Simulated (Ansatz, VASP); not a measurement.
## AlIn2As3 in VASP and in Ansatz

```xyz
6
Lattice="4.0242 0.0000 0.0000 -2.0121 3.4851 0.0000 0.0000 0.0000 9.8573" Properties=species:S:1:pos:R:3 pbc="T T T"
Al    0.0000    0.0000    0.0000
In    0.0000    2.3234    6.5715
In    2.0121    1.1617    3.2858
As    0.0000    0.0000    7.3930
As    0.0000    2.3234    4.1072
As    2.0121    1.1617    0.8214
```

Alike in both runs: task relaxation of cell and atoms; functional PBE; k mesh 6 × 6 × 2; occupations gaussian, width 0.1 eV; no spin polarisation.

|  | VASP | Ansatz |
| --- | --- | --- |
| version | VASP 6.6.1 | Ansatz 0.2.0 |
| potentials or method | VASP PAW PBE potentials, release 64 (Al, In_d, As), cutoff 600 eV | scalar-relativistic, plane waves, PAW |
| valence electrons in the cell | 44 | 74 |

|  | VASP | Ansatz | Ansatz less VASP |
| --- | --- | --- | --- |
| relaxed volume (Å³/atom) | 27.49 | 27.41 | -0.077 |
| relaxed cell length with the largest relative difference (Å) | 4.268 | 4.262 | -0.0062 |

VASP's potentials hold 44 valence electrons a cell and Ansatz's 74, so a difference there can come from the potentials and not from the codes.

Noted on VASP's run: the volume moved by over 15 % at a fixed basis, so the end points are rough.
